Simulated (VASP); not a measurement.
Cu: relaxation of cell and atoms with LDA

Cu:

```
CELL_PARAMETERS angstrom
0.00000 1.82500 1.82500
1.82500 0.00000 1.82500
1.82500 1.82500 0.00000
ATOMIC_POSITIONS crystal
Cu 0.00000 0.00000 0.00000
```

| Property | Result |
| --- | --- |
| Program | VASP 6.6.1 |
| Task | relaxation of cell and atoms |
| Functional | LDA |
| Potentials or basis | VASP PAW LDA potentials, release 64 (Cu) |
| Cutoff | 600 eV |
| k mesh | 10 × 10 × 10 |
| Occupations | gaussian, width 0.1 eV |
| Spin | no spin polarisation |
| Dipole correction | no |
| Further INCAR settings | ALGO = Normal; EDIFF = 1e-06; IBRION = 2; EDIFFG = -0.05; NSW = 100; ISIF = 3 |

```json
{"Relaxed volume": "10.95 Å³/atom", "Relaxed cell": "a = 2.492 Å, b = 2.492 Å, c = 2.492 Å, α = 60.00°, β = 60.00°, γ = 60.00°", "Space group after relaxing (to 0.05 Å)": "Fm-3m (No. 225)", "Energy gained by relaxing": "62.4 meV/atom", "Ionic steps": "3", "Pressure after relaxing": "-0.1 GPa"}
```

The path:
```
step  energy change (eV)  largest force (eV/Å)  pressure (GPa)  volume (Å³)
   1              0.0000                0.0000          -14.77        12.16
   2             -0.0375                0.0000           12.95        10.29
   3             -0.0624                0.0000           -0.10        10.95
```

Final structure:
```xyz
1
Lattice="0.0000 1.7623 1.7623 1.7623 0.0000 1.7623 1.7623 1.7623 0.0000" Properties=species:S:1:pos:R:3 pbc="T T T"
Cu    0.0000    0.0000    0.0000
```

Levels at points of the mesh, in eV from the Fermi level:
```tsv
k point	band 4	band 5	band 6	band 7	band 8	band 9
(0.00, 0.00, 0.00)	-3.20	-2.25	-2.25	23.41	26.49	26.49
(0.50, 0.00, 0.00)	-1.61	-1.61	-1.08	4.25	21.89	23.25
(0.50, 0.50, 0.00)	-1.46	-1.46	1.56	7.79	13.73	13.73
```

Wall time 10 s on 1 thread of AMD EPYC 9R45 96-Core Processor (Zen 5), with other jobs on the host, peak memory 0.11 GiB.

LDA usually gives volumes a few per cent too small. Zero-point motion and thermal expansion aren't in these numbers.
